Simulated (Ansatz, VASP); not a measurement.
**One calculation of WC, two programs**

```
W C
1.0
     2.90050    0.00000    0.00000
    -1.45025    2.51191    0.00000
     0.00000    0.00000    2.82900
W C
1 1
Direct
  0.00961 0.00704 0.00000
  0.66667 0.33333 0.50000
```

Change from the starting cell: all W atoms moved +0.025 Å, as atom 1 along Cartesian [1 1 0].

Alike in both runs: task single point; functional PBE; k mesh 18 × 18 × 16; occupations gaussian, width 0.15 eV; no spin polarisation.

```csv
,VASP,Ansatz
version,VASP 6.6.1,Ansatz 0.2.0
potentials or method,"VASP PAW PBE potentials, release 64 (W_sv, C), cutoff 520 eV","scalar-relativistic, plane waves, PAW"
valence electrons in the cell,18,18
```

```tsv
	VASP	Ansatz	Ansatz less VASP
gap on the k mesh at the Fermi level (eV)	none	none	-
pressure (GPa)	9.7	8.6	-1.17
traceless stress, the component that is largest in VASP (GPa)	-1.17	-1.05	+0.122
rms of the force components (eV/Å)	0.234	0.233	-0.0010
```

Atom by atom the forces differ by 0.001 eV/Å (rms over components). A gap of «none» marks a metal or a gap that the smearing closes.

Spin-orbit coupling is off throughout.
